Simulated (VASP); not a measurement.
# Pd (Im-3m) in VASP: a series of runs, part 2 of 2

VASP 6.6.1. The steps go on from the part before.

## (3) Single point, PBEsol

This run uses another cell than the first one, of 14.66 Å³/atom.

INCAR

```
PREC = Accurate
ENCUT = 520
EDIFF = 1E-7
ISMEAR = 0
SIGMA = 0.1
LREAL = False
LASPH = True
NELM = 80
ALGO = Normal
ISIF = 2
LWAVE = False
LCHARG = False
GGA = PS
NBANDS = 11
```

KPOINTS

```
regular mesh
0
Gamma
  18 18 18
```

POSCAR

```
Pd
1.0
   -1.5418092555      1.5418092555      1.5418092555
    1.5418092555     -1.5418092555      1.5418092555
    1.5418092555      1.5418092555     -1.5418092555
Pd
1
Direct
    0.0000000000      0.0000000000      0.0000000000
```

Potentials or basis: VASP PAW PBE potentials, release 64 (Pd).

On the command line:

```sh
$ cat potpaw_PBE.64/Pd/POTCAR > POTCAR
$ mpirun -np 1 vasp_std > vasp.out
```

Wall time 42 s (1 thread of Intel Xeon 8259CL, shared host); peak memory 0.15 GiB.

The run converged. Its results:

```
Free energy            : -5.9127 eV
Pressure               : -0.4 GPa
Band gap on the k mesh : zero (bands 5 and 6 overlap by 1.68 eV)
```

Levels at points of the mesh, in eV from the Fermi level:
```
           k point  band 2  band 3  band 4  band 5  band 6  band 7  band 8  band 9
(0.00, 0.00, 0.00)   -3.01   -3.01   -3.01   -0.97   -0.97   19.33   19.33   19.33
(0.50, 0.00, 0.00)   -4.24   -1.04   -0.72    0.62    1.30    7.96   15.10   17.85
(0.50, 0.50, 0.50)   -5.33    0.22    0.22    0.22    9.17    9.17    9.17   17.76
```

Caveat: the PAW data sets were made with another functional, which shifts forces and pressure a little.

## (4) Relaxation of cell and atoms, PBEsol

This run uses another cell than the first one, of 14.70 Å³/atom.

INCAR

```
SYSTEM = Pd
  PREC = Accurate
  ENCUT = 600
  EDIFF = 1E-7
  ISMEAR = 0
  SIGMA = 0.1
  LREAL = .FALSE.
  LASPH = .TRUE.
  NELM = 60
  ALGO = Fast
  ISIF = 3
  LWAVE = .FALSE.
  LCHARG = .FALSE.
  GGA = PS
  IBRION = 2
  NSW = 80
  EDIFFG = -0.01
```

KPOINTS

```
regular mesh
0
G
  18 18 18
  0 0 0
```

POSCAR

```
Pd
1.0
   -1.5431876636      1.5431876636      1.5431876636
    1.5431876636     -1.5431876636      1.5431876636
    1.5431876636      1.5431876636     -1.5431876636
Pd
1
Direct
    0.0000000000      0.0000000000      0.0000000000
```

Potentials or basis: VASP PAW PBE potentials, release 64 (Pd).

On the command line:

```sh
$ cat potpaw_PBE.64/Pd/POTCAR > POTCAR
$ mpirun -np 1 vasp_std > vasp.out
```

OUTCAR:

```text
SYSTEM = Pd
   PREC = Accurate
   ENCUT = 600
   EDIFF = 1E-7
   ISMEAR = 0
   LREAL = .FALSE.
   LASPH = .TRUE.
   NELM = 60
   ISIF = 3
   GGA = PS
   IBRION = 2
   NSW = 80
   EDIFFG = -0.01

 ion  position               nearest neighbor table
   1  0.000  0.000  0.000-

  LATTYP: Found a body centered cubic cell.
 ALAT       =     3.0863753272

  Lattice vectors:

 A1 = (  -1.5431876636,   1.5431876636,   1.5431876636)
 A2 = (   1.5431876636,  -1.5431876636,   1.5431876636)
 A3 = (   1.5431876636,   1.5431876636,  -1.5431876636)

Analysis of symmetry for initial positions (statically):
=====================================================================
 Subroutine PRICEL returns:
[... 258 lines left out ...]
 fundamental gap:      0.0229203045
 Fermi energy:         9.7581875666

 k-point     1 :       0.0000    0.0000    0.0000
  band No.  band energies     occupation
      1       2.4623      2.00000
      2       6.7391      2.00000
      3       6.7391      2.00000
      4       6.7391      2.00000
      5       8.7884      2.00000
      6       8.7884      2.00000
      7      29.0969      0.00000
      8      29.0969      0.00000
      9      29.0969      0.00000
[... 265 lines left out ...]
 k-point    24 :       0.3889    0.1111   -0.0000
  band No.  band energies     occupation
      1       4.6272      2.00000
      2       5.6262      2.00000
      3       8.2962      2.00000
      4       8.6761      2.00000
      5       9.4949      1.99980
      6      12.1911      0.00000
      7      18.4580      0.00000
      8      24.4738      0.00000
      9      26.9380      0.00000

 [... further k-points ...]

------------------------ aborting loop because EDIFF is reached ----------------------------------------

  FORCE on cell =-STRESS in cart. coord.  units (eV):
  Direction    XX          YY          ZZ          XY          YZ          ZX
  --------------------------------------------------------------------------------------
  -------------------------------------------------------------------------------------
  Total        0.0013521      0.0013521      0.0013521     -0.0000000     -0.0000000      0.0000000
  in kB        0.1480597      0.1480597      0.1480597     -0.0000000     -0.0000000      0.0000000
  external PRESSURE =       0.1480597 kB  Pullay stress =       0.0000000 kB
[... 16 lines left out ...]
  FREE ENERGIE OF THE ION-ELECTRON SYSTEM (eV)
  ---------------------------------------------------
  free  energy   TOTEN  =        -5.9130420175 eV

  energy  without entropy=       -5.9071495567  energy(sigma->0) =       -5.91009579

 reached required accuracy - stopping structural energy minimisation
```

It took 90 s on 1 thread of Intel Xeon 8259CL, shared host; peak memory 0.17 GiB.

What came out:

* Free energy: -5.9130 eV
* Relaxed volume: 14.63 Å³/atom
* Relaxed cell: a = 2.669 Å, b = 2.669 Å, c = 2.669 Å, α = 109.47°, β = 109.47°, γ = 109.47°
* Space group after relaxing (to 0.1 Å): Im-3m (No. 229)
* Energy gained by relaxing: 0.2 meV/atom
* Ionic steps: 3
* Pressure after relaxing: 0.0 GPa
* Band gap on the k mesh: zero (bands 5 and 6 overlap by 1.69 eV)

The path:
```csv
step,energy change (eV),largest force (eV/Å),pressure (GPa),volume (Å³)
1,0.0000,0.0000,-0.94,14.70
2,0.0004,0.0000,1.61,14.52
3,-0.0002,0.0000,0.01,14.63
```

Final structure:
```
Pd
1.0
    -1.54077    1.54077    1.54077
     1.54077   -1.54077    1.54077
     1.54077    1.54077   -1.54077
Pd
1
Direct
  0.00000 0.00000 0.00000
```

Caveat: the PAW data sets were made with another functional, which shifts forces and pressure a little.

## (5) The runs side by side

```tsv
task	cell	k mesh	cutoff (eV)	gap on the mesh (eV)	pressure (GPa)	relaxed volume (Å³/atom)
relaxation of cell and atoms	relaxed from a = 2.714 Å, angles 109.5°, 1 atom	8 × 8 × 8	600	none	-0.2	14.69
single point	a = 2.670 Å, angles 109.5°, 1 atom	18 × 18 × 18	520	none	-0.4	-
relaxation of cell and atoms	relaxed from a = 2.673 Å, angles 109.5°, 1 atom	18 × 18 × 18	600	none	0.0	14.63
```

Alike in all rows: level PBEsol; potentials or basis VASP PAW PBE potentials, release 64 (Pd); no spin polarisation; smearing gaussian 0.1 eV.

Caveats: the PAW data sets were made with another functional, which shifts forces and pressure a little.

Absolute energies hang on the potentials; compare differences alone.
